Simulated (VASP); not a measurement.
# BN (pbe) (P6_3mc) in VASP: further runs, part 2 of 2

VASP 6.6.1. The steps go on from the part before.

## Step 5: Relaxation of the atoms, PBE (strained cell)

INCAR reads:

```
PREC = Accurate ; ENCUT = 520
EDIFF = 1E-7 ; ISMEAR = 0
SIGMA = 0.02 ; LREAL = F
LASPH = T ; NELM = 100
ALGO = Normal ; ISIF = 2
LWAVE = F ; LCHARG = F
GGA = PE ; IBRION = 2
NSW = 60 ; EDIFFG = -0.002
```

KPOINTS reads:

```
Automatic mesh
0
Gamma
  9 9 6
```

POSCAR reads:

```
BN
1.0
    2.5157504731      0.0000000000      0.0000000000
   -1.2578752366      2.1787038193      0.0000000000
    0.0000000000      0.0000000000      4.2313984881
B N
2 2
Direct
    0.3333333333      0.6666666667     -0.0001063907
    0.6666666667      0.3333333333      0.4998936093
    0.3333333333      0.6666666667      0.3741063907
    0.6666666667      0.3333333333      0.8741063907
```

Run with:

```bash
$ cat potpaw_PBE.64/B/POTCAR potpaw_PBE.64/N/POTCAR > POTCAR
$ mpirun -np 1 vasp_std > vasp.out
```

Run time: 11 s. Hardware: 1 thread of Intel Xeon 6975P-C (Granite Rapids), shared host; peak memory 0.13 GiB.

Results (log left out):

| Item | Value |
| --- | --- |
| Free energy | -34.7929 eV |
| Energy gained by relaxing | 0.0 meV/atom |
| Ionic steps | 3 |
| Pressure after relaxing | 11.7 GPa |
| Band gap on the k mesh | 5.07 eV, indirect (least direct gap 8.17 eV) |

Stress tensor (GPa, compression positive):
```
17.41  0.00  0.00
 0.00 17.41  0.00
 0.00  0.00  0.36
```

Final structure:
```
B N
1.0
     2.51575    0.00000    0.00000
    -1.25788    2.17870    0.00000
     0.00000    0.00000    4.23140
B N
2 2
Direct
  0.33333 0.66667 0.99994
  0.66667 0.33333 0.49994
  0.33333 0.66667 0.37406
  0.66667 0.33333 0.87406
```

Levels at points of the mesh, in eV from the valence-band top:
```
           k point  band 5  band 6  band 7  band 8  band 9  band 10  band 11  band 12
(0.00, 0.00, 0.00)   -2.05   -0.37    0.00    0.00    8.17     8.59     8.59    10.09
(0.00, 0.00, 0.50)   -1.13   -1.13   -1.13   -1.13    9.88     9.88    10.12    10.12
```

Caveat: the cell differs from its parent crystal (strained cell). A k mesh can miss the band edges.

## Step 6: Relaxation of the atoms, PBE (strained cell)

INCAR reads:

```
PREC     = Accurate       # precision mode
ENCUT    = 520            # plane-wave cutoff, eV
EDIFF    = 1E-6           # SCF threshold, eV
ISMEAR   = 0              # smearing method
SIGMA    = 0.02           # smearing width, eV
LREAL    = False          # projectors in reciprocal space
LASPH    = True           # aspherical terms in the spheres
NELM     = 60             # most SCF steps
ALGO     = Normal         # electronic algorithm
ISIF     = 2              # what is computed and relaxed
LWAVE    = False          # write WAVECAR
LCHARG   = False          # write CHGCAR
GGA      = PE             # functional
IBRION   = 2              # ionic algorithm
NSW      = 60             # ionic steps
EDIFFG   = -0.002         # ionic threshold
```

KPOINTS reads:

```
regular mesh
0
Gamma
  9 9 6
```

POSCAR, as its differences from that of step 5:

```diff
@@ -4,3 +4,3 @@
    -1.2578752366      2.1787038193      0.0000000000
-    0.0000000000      0.0000000000      4.2313984881
+    0.0000000000      0.0000000000      4.2312112577
 B N
```

Potentials or basis: VASP PAW PBE potentials, release 64 (B, N).

Run with:

```bash
$ cat potpaw_PBE.64/B/POTCAR potpaw_PBE.64/N/POTCAR > POTCAR
$ mpirun -np 1 vasp_std > vasp.out
```

It took 8.2 s on 1 thread of Intel Xeon 6975P-C (Granite Rapids), shared host; peak memory 0.13 GiB.

Results (log left out):

- Free energy: -34.7929 eV
- Energy gained by relaxing: 0.0 meV/atom
- Ionic steps: 3
- Pressure after relaxing: 11.7 GPa
- Band gap on the k mesh: 5.07 eV, indirect (least direct gap 8.17 eV)

Stress tensor (GPa, compression positive):
```
17.40  0.00  0.00
 0.00 17.40  0.00
 0.00  0.00  0.43
```

Final structure:
```cif
data_structure
_symmetry_space_group_name_H-M 'P 1'
_symmetry_Int_Tables_number 1
_cell_length_a 2.5158
_cell_length_b 2.5158
_cell_length_c 4.2312
_cell_angle_alpha 90.000
_cell_angle_beta 90.000
_cell_angle_gamma 120.000
_cell_volume 23.19
loop_
_atom_site_label
_atom_site_type_symbol
_atom_site_fract_x
_atom_site_fract_y
_atom_site_fract_z
_atom_site_occupancy
B1 B 0.33333 0.66667 0.99994 1
B2 B 0.66667 0.33333 0.49994 1
N1 N 0.33333 0.66667 0.37406 1
N2 N 0.66667 0.33333 0.87406 1
```

Levels at points of the mesh, in eV from the valence-band top:
```csv
k point,band 6,band 7,band 8,band 9,band 10,band 11
"(0.00, 0.00, 0.00)",-0.37,0.00,0.00,8.17,8.59,8.59
"(0.00, 0.00, 0.50)",-1.13,-1.13,-1.13,9.88,9.88,10.12
```

Caveat: the cell differs from its parent crystal (strained cell). A k mesh can miss the band edges.

## Step 7: Relaxation of the atoms, PBE (strained cell)

INCAR reads:

```
ALGO = Normal
EDIFF = 1E-7
EDIFFG = -0.002
ENCUT = 520
GGA = PE
IBRION = 2
ISIF = 2
ISMEAR = 0
LASPH = T
LCHARG = F
LREAL = F
LWAVE = F
NELM = 60
NSW = 60
PREC = Accurate
SIGMA = 0.02
```

KPOINTS reads:

```
k-points
0
Gamma
  9 9 6
```

POSCAR reads:

```
BN
1.0
    2.5157504731      0.0000000000      0.0000000000
   -1.2578752366      2.1787038193      0.0000000000
    0.0000000000      0.0000000000      4.2618965191
B N
2 2
Direct
    0.3333333333      0.6666666667     -0.0003155034
    0.6666666667      0.3333333333      0.4996844966
    0.3333333333      0.6666666667      0.3743155034
    0.6666666667      0.3333333333      0.8743155034
```

Run with:

```bash
$ cat potpaw_PBE.64/B/POTCAR potpaw_PBE.64/N/POTCAR > POTCAR
$ mpirun -np 1 vasp_std > vasp.out
```

Run time: 11 s. Hardware: 1 thread of Intel Xeon 6975P-C (Granite Rapids), shared host; peak memory 0.13 GiB.

Results (log left out):

```yaml
Free_energy: -34.7897 eV
Energy_gained_by_relaxing: 0.0 meV/atom
Ionic_steps: 3
Pressure_after_relaxing: 8.9 GPa
Band_gap_on_the_k_mesh: 5.06 eV, indirect (least direct gap 7.89 eV)
```

Stress tensor (GPa, compression positive):
```
16.86  0.00  0.00
 0.00 16.86  0.00
 0.00  0.00 -7.01
```

Final structure:
```
B N
1.0
     2.51575    0.00000    0.00000
    -1.25788    2.17870    0.00000
     0.00000    0.00000    4.26190
B N
2 2
Direct
  0.33333 0.66667 0.99988
  0.66667 0.33333 0.49988
  0.33333 0.66667 0.37412
  0.66667 0.33333 0.87412
```

Levels at points of the mesh, in eV from the valence-band top:
| k point | band 5 | band 6 | band 7 | band 8 | band 9 | band 10 | band 11 | band 12 |
| --- | --- | --- | --- | --- | --- | --- | --- | --- |
| (0.00, 0.00, 0.00) | -1.98 | -0.40 | 0.00 | 0.00 | 7.89 | 8.63 | 8.63 | 10.14 |
| (0.00, 0.00, 0.50) | -1.09 | -1.09 | -1.09 | -1.09 | 9.90 | 9.90 | 10.13 | 10.13 |

Caveat: the cell differs from its parent crystal (strained cell). A k mesh can miss the band edges.

## Step 8: Summary

| task | cell | smearing | gap on the mesh (eV) | pressure (GPa) |
| --- | --- | --- | --- | --- |
| single point | a = 2.516, b = 2.516, c = 4.231 Å, angles 90.0, 90.0, 120.0°, 4 atoms | gaussian 0.01 eV | 5.08 | 11.8 |
| relaxation of the atoms | atoms relaxed from a = 2.516, b = 2.516, c = 4.135 Å, angles 90.0, 90.0, 120.0°, 4 atoms | gaussian 0.02 eV | 5.14 | 21.7 |
| relaxation of the atoms | atoms relaxed from a = 2.516, b = 2.516, c = 4.234 Å, angles 90.0, 90.0, 120.0°, 4 atoms | gaussian 0.02 eV | 5.07 | 11.5 |
| relaxation of the atoms | atoms relaxed from a = 2.516, b = 2.516, c = 4.231 Å, angles 90.0, 90.0, 120.0°, 4 atoms | gaussian 0.02 eV | 5.07 | 11.7 |
| relaxation of the atoms | atoms relaxed from a = 2.516, b = 2.516, c = 4.262 Å, angles 90.0, 90.0, 120.0°, 4 atoms | gaussian 0.02 eV | 5.06 | 8.9 |

Alike in all rows: level PBE; potentials or basis VASP PAW PBE potentials, release 64 (B, N); no spin polarisation; k mesh 9 × 9 × 6; cutoff (eV) 520.

Total energies depend on the potentials used, so only differences within one code and one set of settings carry meaning.
